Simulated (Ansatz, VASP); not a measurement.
## LiSi2B3: VASP beside Ansatz

```
Li Si B
1.0
     4.86132    0.00000    0.00000
    -2.43066    4.21003    0.00000
     0.00000    0.00000    3.19096
Li Si B
1 2 3
Direct
  0.00000 0.00000 0.00000
  0.66667 0.33333 0.00000
  0.33333 0.66667 0.00000
  0.50000 0.50000 0.50000
  0.50000 0.00000 0.50000
  0.00000 0.50000 0.50000
```

Change from the starting cell: species swapped into the CeB2Ir3 type (P6/mmm, No. 191).

Alike in both runs: task relaxation of cell and atoms; functional PBE; k mesh 12 × 12 × 12; occupations gaussian, width 0.1 eV; no spin polarisation.

|  | VASP | Ansatz |
| --- | --- | --- |
| version | VASP 6.6.1 | Ansatz 0.2.0 |
| potentials or method | VASP PAW PBE potentials, release 64 (Li_sv, Si, B), cutoff 750 eV | scalar-relativistic, plane waves, PAW |
| valence electrons in the cell | 20 | 20 |

```tsv
	VASP	Ansatz	Ansatz less VASP
gap on the k mesh at the Fermi level, each at its own relaxed structure (eV)	none	none	-
relaxed volume (Å³/atom)	10.99	11.00	+0.013
relaxed length of the cell vector where the two differ most in proportion (Å)	4.891	4.893	+0.0025
```

A gap of «none» marks a metal or a gap that the smearing closes.
